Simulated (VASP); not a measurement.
# SnSe (Fm-3m) in VASP: settings compared

Aim: see how the results for SnSe move with the level of theory and the settings. Levels: RPBE+D4, PBE exchange alone. Tasks: single point.

Program: VASP 6.6.1. These are calculated values, not measurements. Logs are shortened: lines on timing, memory, paths and dates and some standing lists are left out, and cuts for length are marked.

## 1. The cell of the first run

The structure is cubic, space group Fm-3m (No. 225). Conventional cell: a = 6.060 Å, b = 6.060 Å, c = 6.060 Å, α = 90.00°, β = 90.00°, γ = 90.00°. Within 4.0 Å of Sn (site symmetry m-3m) lie 6 Se at 3.03 Å. Se (site symmetry m-3m) has 6 Sn at 3.03 Å within 4.0 Å.

## 2. Single point, RPBE+D4

The input, INCAR:

```
ALGO = Normal ; EDIFF = 1E-7
ENCUT = 520 ; GGA = RP
ISIF = 2 ; ISMEAR = -1
IVDW = 13 ; LASPH = T
LCHARG = F ; LREAL = F
LWAVE = F ; NBANDS = 17
NELM = 60 ; PREC = Accurate
SIGMA = 0.05
```

The input, KPOINTS:

```
k-points
0
Gamma
  8 8 8
```

The input, POSCAR:

```
SnSe
1.0
    0.0000000000      3.0299343558      3.0299343558
    3.0299343558      0.0000000000      3.0299343558
    3.0299343558      3.0299343558      0.0000000000
Sn Se
1 1
Direct
    0.0000000000      0.0000000000      0.0000000000
    0.5000000000      0.5000000000      0.5000000000
```

Potentials or basis: VASP PAW PBE potentials, release 64 (Sn_d, Se).

On the command line:

```console
$ cat potpaw_PBE.64/Sn_d/POTCAR potpaw_PBE.64/Se/POTCAR > POTCAR
$ mpirun -np 1 vasp_std > vasp.out
```

OUTCAR:

```text
EDIFF = 1E-7
   ENCUT = 520
   GGA = RP
   ISIF = 2
   ISMEAR = -1
   IVDW = 13
   LASPH = T
   LREAL = F
   NELM = 60
   PREC = Accurate

 ion  position               nearest neighbor table
   1  0.000  0.000  0.000-   2 3.03   2 3.03   2 3.03   2 3.03   2 3.03   2 3.03
   2  0.500  0.500  0.500-   1 3.03   1 3.03   1 3.03   1 3.03   1 3.03   1 3.03

  LATTYP: Found a face centered cubic cell.
 ALAT       =     6.0598687116

  Lattice vectors:

 A1 = (   0.0000000000,   3.0299343558,   3.0299343558)
 A2 = (   3.0299343558,   0.0000000000,   3.0299343558)
 A3 = (   3.0299343558,   3.0299343558,   0.0000000000)

Analysis of symmetry for initial positions (statically):
=====================================================================
 Subroutine PRICEL returns:
 Original cell was already a primitive cell.

 Routine SETGRP: Setting up the symmetry group for a
 face centered cubic supercell.

 Subroutine GETGRP returns: Found 48 space group operations
 (whereof 48 operations were pure point group operations)
 out of a pool of 48 trial point group operations.

The static configuration has the point symmetry O_h .

Analysis of symmetry for dynamics (positions and initial velocities):
=====================================================================
 Subroutine PRICEL returns:
 Original cell was already a primitive cell.

 Routine SETGRP: Setting up the symmetry group for a
 face centered cubic supercell.

 Subroutine GETGRP returns: Found 48 space group operations
 (whereof 48 operations were pure point group operations)
 out of a pool of 48 trial point group operations.

The dynamic configuration has the point symmetry O_h .

 Subroutine INISYM returns: Found 48 space group operations
 (whereof 48 operations are pure point group operations),
 and found     1 'primitive' translations

----------------------------------------------------------------------------------------

                                     Primitive cell

  volume of cell :      55.6326

  direct lattice vectors                    reciprocal lattice vectors
     0.000000000  3.029934356  3.029934356    -0.165020077  0.165020077  0.165020077
     3.029934356  0.000000000  3.029934356     0.165020077 -0.165020077  0.165020077
     3.029934356  3.029934356  0.000000000     0.165020077  0.165020077 -0.165020077

  length of vectors
     4.284974259  4.284974259  4.284974259     0.285823157  0.285823157  0.285823157

  position of ions in fractional coordinates (direct lattice)
     0.000000000  0.000000000  0.000000000
     0.500000000  0.500000000  0.500000000

  ion indices of the primitive-cell ions
   primitive index   ion index
                 1           1
                 2           2

----------------------------------------------------------------------------------------

 KPOINTS: k-points

Automatic generation of k-mesh.
 Grid dimensions read from file:
 generate k-points for:    8    8    8

 Generating k-lattice:

  Cartesian coordinates                     Fractional coordinates (reciprocal lattice)
    -0.020627510  0.020627510  0.020627510     0.125000000  0.000000000  0.000000000
     0.020627510 -0.020627510  0.020627510     0.000000000  0.125000000  0.000000000
     0.020627510  0.020627510 -0.020627510     0.000000000  0.000000000  0.125000000

  Length of vectors
     0.035727895  0.035727895  0.035727895

  Shift w.r.t. Gamma in fractional coordinates (k-lattice)
     0.000000000  0.000000000  0.000000000

 Subroutine IBZKPT returns following result:
 ===========================================

 Found     29 irreducible k-points:

 Following reciprocal coordinates:
            Coordinates               Weight
  0.000000  0.000000  0.000000      1.000000
  0.125000  0.000000  0.000000      8.000000
  0.250000  0.000000  0.000000      8.000000
  0.375000  0.000000  0.000000      8.000000
  0.500000  0.000000  0.000000      4.000000
  0.125000  0.125000  0.000000      6.000000
[... 16 lines left out ...]
  0.500000  0.250000  0.125000     48.000000
 -0.375000  0.250000  0.125000     24.000000
 [... further k-points ...]
   k-points           NKPTS =     29   k-points in BZ     NKDIM =     29   number of bands    NBANDS=     17
   number of dos      NEDOS =    301   number of ions     NIONS =      2
   total plane-waves  NPLWV =  32768
   dimension x,y,z NGX =    32 NGY =   32 NGZ =   32
   dimension x,y,z NGXF=    64 NGYF=   64 NGZF=   64
   ions per type =               1   1
   NGX,Y,Z   is equivalent  to a cutoff of  12.42, 12.42, 12.42 a.u.
   NGXF,Y,Z  is equivalent  to a cutoff of  24.83, 24.83, 24.83 a.u.
 SYSTEM =  unknown system
   PREC   = accura    normal or accurate (medium, high low for compatibility)
   ISTART =      0    job   : 0-new  1-cont  2-samecut
   ICHARG =      2    charge: 1-file 2-atom 10-const
   ISPIN  =      1    spin polarized calculation?
   LNONCOLLINEAR =      F non collinear calculations
   LSORBIT =      F    spin-orbit coupling
   LASPH  =      T    aspherical Exc in radial PAW
   ENCUT  =  520.0 eV  38.22 Ry    6.18 a.u.   7.97  7.97  7.97*2*pi/ulx,y,z
   NELM   =     60;   NELMIN=  2; NELMDL= -5     # of ELM steps
   EDIFF  = 0.1E-06   stopping-criterion for ELM
   LREAL  =      F    real-space projection
   EDIFFG = 0.1E-05   stopping-criterion for IOM
   NSW    =      0    number of steps for IOM
   IBRION =     -1    ionic relax: 0-MD 1-quasi-New 2-CG
   NFREE  =      0    steps in history (QN), initial steepest desc. (CG)
   ISIF   =      2    stress and relaxation
   ISYM   =      2    0-nonsym 1-usesym 2-fastsym
   POTIM  = 0.5000    time-step for ionic-motion
   TEBEG  =    0.0;   TEEND  =   0.0 temperature during run
   PSTRESS=    0.0 pullay stress
   NELECT =      20.0000    total number of electrons
   NUPDOWN=      -1.0000    fix difference up-down
   EMIN   =  10.00;   EMAX   =-10.00  energy-range for DOS
   EFERMI =   0.00;   METHOD = LEGACY
   ISMEAR =    -1;   SIGMA  =   0.05  broadening in eV -4-tet -1-fermi 0-gaus
   EFERMI_NEDOS =   21; number of points for ismear=-14 and -15
   IALGO  =     38    algorithm
   IMIX   =      4    mixing-type and parameters
     AMIX     =   0.40;   BMIX     =  1.00
     AMIX_MAG =   1.60;   BMIX_MAG =  1.00
  volume/ion in A,a.u.               =      27.82       187.71
  Fermi-wavevector in a.u.,A,eV,Ry     =   1.164059  2.199752 18.436344  1.355033
  Thomas-Fermi vector in A             =   2.300601
   LORBIT       =      0    0 simple, 1 ext, 2 COOP (PROOUT), +10 PAW based schemes
   GGA     = RP    functional components
   LHFCALC =     F    Hartree Fock is set to
   AEXX    =    0.0000 exact exchange contribution
   IVDW    =    13    specifies the selected vdW correction
   LEPSILON=     F    determine dielectric tensor
   LRPA    =     F    only Hartree local field effects (RPA)
 non-spin polarized calculation
  energy-cutoff  :      520.00
  volume of cell :       55.63
 maximum number of plane-waves:      1524
   NGX = 15   NGY = 15   NGZ = 15

 number of electron      19.9999999 magnetization

 Free energy of the ion-electron system (eV)
  ---------------------------------------------------
  ext. energy  EPLUGINS =         0.00000000
  ---------------------------------------------------
  free energy    TOTEN  =        -7.52552883 eV

  energy without entropy =       -7.52542497  energy(sigma->0) =       -7.52547690

 E-fermi :   5.7903     XC(G=0):  -9.3819

 val. band max:        5.5665150881   @ k =   0.5000   0.0000   0.0000
 cond. band min:       6.0205994000   @ k =   0.5000   0.0000   0.0000
 fundamental gap:      0.4540843119
 Fermi energy:         5.7902684031

 k-point     1 :       0.0000    0.0000    0.0000
  band No.  band energies     occupation
      1     -16.2012      2.00000
      2     -16.2012      2.00000
      3     -16.2012      2.00000
      4     -16.1952      2.00000
      5     -16.1952      2.00000
      6      -8.2265      2.00000
[... 9 lines left out ...]
     16      11.3958      0.00000
     17      13.6014      0.00000

 k-point     2 :       0.1250    0.0000    0.0000
  band No.  band energies     occupation
      1     -16.2008      2.00000
      2     -16.2002      2.00000
      3     -16.2002      2.00000
      4     -16.1955      2.00000
      5     -16.1955      2.00000
      6      -8.1217      2.00000
[... 9 lines left out ...]
     16      11.7567      0.00000
     17      14.6043      0.00000

 k-point     3 :       0.2500    0.0000    0.0000
  band No.  band energies     occupation
      1     -16.2007      2.00000
      2     -16.2007      2.00000
      3     -16.2000      2.00000
      4     -16.1934      2.00000
      5     -16.1934      2.00000
      6      -7.8403      2.00000
[... 9 lines left out ...]
     16      12.6996      0.00000
     17      16.7224      0.00000

 k-point     4 :       0.3750    0.0000    0.0000
  band No.  band energies     occupation
      1     -16.2028      2.00000
      2     -16.2028      2.00000
      3     -16.1992      2.00000
      4     -16.1897      2.00000
      5     -16.1897      2.00000
      6      -7.5029      2.00000
[... 9 lines left out ...]
     16      14.1504      0.00000
     17      16.8797      0.00000
[... 343 lines left out ...]
      1     -16.2042      2.00000
      2     -16.2016      2.00000
      3     -16.1971      2.00000
      4     -16.1936      2.00000
      5     -16.1902      2.00000
      6      -7.6179      2.00000
[... 9 lines left out ...]
     16      14.8910      0.00000
     17      15.0188      0.00000

 k-point    23 :       0.5000    0.2500    0.1250
  band No.  band energies     occupation
      1     -16.2066      2.00000
      2     -16.1995      2.00000
      3     -16.1978      2.00000
      4     -16.1916      2.00000
      5     -16.1889      2.00000
      6      -7.3340      2.00000
[... 9 lines left out ...]
     16      15.1626      0.00000
     17      16.4998      0.00000

 k-point    24 :      -0.3750    0.2500    0.1250
  band No.  band energies     occupation
      1     -16.2075      2.00000
      2     -16.1996      2.00000
      3     -16.1957      2.00000
      4     -16.1927      2.00000
      5     -16.1880      2.00000
      6      -7.2013      2.00000
[... 9 lines left out ...]
     16      16.2667      0.00000
     17      16.3300      0.00000

 [... further k-points ...]

------------------------ aborting loop because EDIFF is reached ----------------------------------------

  DFT-D4 for vdW energy calculation

  Edisp (eV):   -1.43414

  FORCE on cell =-STRESS in cart. coord.  units (eV):
  Direction    XX          YY          ZZ          XY          YZ          ZX
  --------------------------------------------------------------------------------------
  -------------------------------------------------------------------------------------
  Total      -0.58042    -0.58042    -0.58042     0.00000     0.00000    -0.00000
  in kB     -16.71552   -16.71552   -16.71552     0.00000     0.00000    -0.00000
  external pressure =      -16.72 kB  Pullay stress =        0.00 kB

 VOLUME and BASIS-vectors are now :
 -----------------------------------------------------------------------------
  energy-cutoff  :      520.00
  volume of cell :       55.63
      direct lattice vectors                 reciprocal lattice vectors
     0.000000000  3.029934356  3.029934356    -0.165020077  0.165020077  0.165020077
     3.029934356  0.000000000  3.029934356     0.165020077 -0.165020077  0.165020077
     3.029934356  3.029934356  0.000000000     0.165020077  0.165020077 -0.165020077

 POSITION                                       TOTAL-FORCE (eV/Angst)
 -----------------------------------------------------------------------------------
      0.00000      0.00000      0.00000         0.000000      0.000000      0.000000
      3.02993      3.02993      3.02993        -0.000000     -0.000000     -0.000000
 -----------------------------------------------------------------------------------
    total drift:                                0.000000     -0.000000     -0.000000

  FREE ENERGIE OF THE ION-ELECTRON SYSTEM (eV)
  ---------------------------------------------------
  free  energy   TOTEN  =        -8.9596680614 eV

  energy  without entropy=       -8.9595642026  energy(sigma->0) =       -8.95961613
```

Wall time 18 s (1 thread of Intel Xeon 8259CL, shared host); peak memory 0.19 GiB.

Results:

* Free energy: -8.9597 eV
* Pressure: -1.7 GPa
* Band gap on the k mesh: 0.45 eV
* Dispersion energy per atom: -0.717 eV

Caveat: semilocal functionals underestimate gaps, and a narrow one can read as zero; the PAW data sets were made with another functional, which shifts forces and pressure a little; spin-orbit coupling is left out, which moves the levels of the heavy elements.

## 3. Single point, PBE exchange alone

The input, INCAR:

```
PREC     = Accurate       # precision mode
ENCUT    = 520            # plane-wave cutoff, eV
EDIFF    = 1E-6           # SCF threshold, eV
ISMEAR   = -1             # smearing method
SIGMA    = 0.05           # smearing width, eV
LREAL    = F              # projectors in reciprocal space
LASPH    = T              # aspherical terms in the spheres
NELM     = 100            # most SCF steps
ALGO     = Normal         # electronic algorithm
ISIF     = 2              # what is computed and relaxed
LWAVE    = F              # write WAVECAR
LCHARG   = F              # write CHGCAR
GGA      = PE             # functional
ALDAC    = 0.0          
AGGAC    = 0.0          
NBANDS   = 17             # bands
```

The input, KPOINTS:

```
regular mesh
0
Gamma
  8 8 8
```

POSCAR is that of step 2.

Potentials or basis: VASP PAW PBE potentials, release 64 (Sn_d, Se).

On the command line:

```console
$ cat potpaw_PBE.64/Sn_d/POTCAR potpaw_PBE.64/Se/POTCAR > POTCAR
$ mpirun -np 1 vasp_std > vasp.out
```

Wall time 17 s (1 thread of Intel Xeon 8259CL, shared host); peak memory 0.19 GiB.

Results (log left out):

```
Free energy            : -5.7536 eV
Pressure               : 9.1 GPa
Band gap on the k mesh : 0.32 eV
```

Levels at points of the mesh, in eV from the valence-band top:
| k point | band 8 | band 9 | band 10 | band 11 | band 12 | band 13 |
| --- | --- | --- | --- | --- | --- | --- |
| (0.00, 0.00, 0.00) | -2.28 | -2.28 | -2.28 | 4.03 | 4.03 | 4.03 |
| (0.50, 0.00, 0.00) | -2.01 | -2.01 | 0.00 | 0.32 | 1.12 | 1.12 |
| (0.50, 0.50, 0.00) | -5.38 | -3.65 | -3.65 | 3.27 | 5.03 | 5.03 |

Caveat: the cell stands under pressure; semilocal functionals underestimate gaps, and a narrow one can read as zero; spin-orbit coupling is left out, which moves the levels of the heavy elements. A k mesh can miss the band edges.
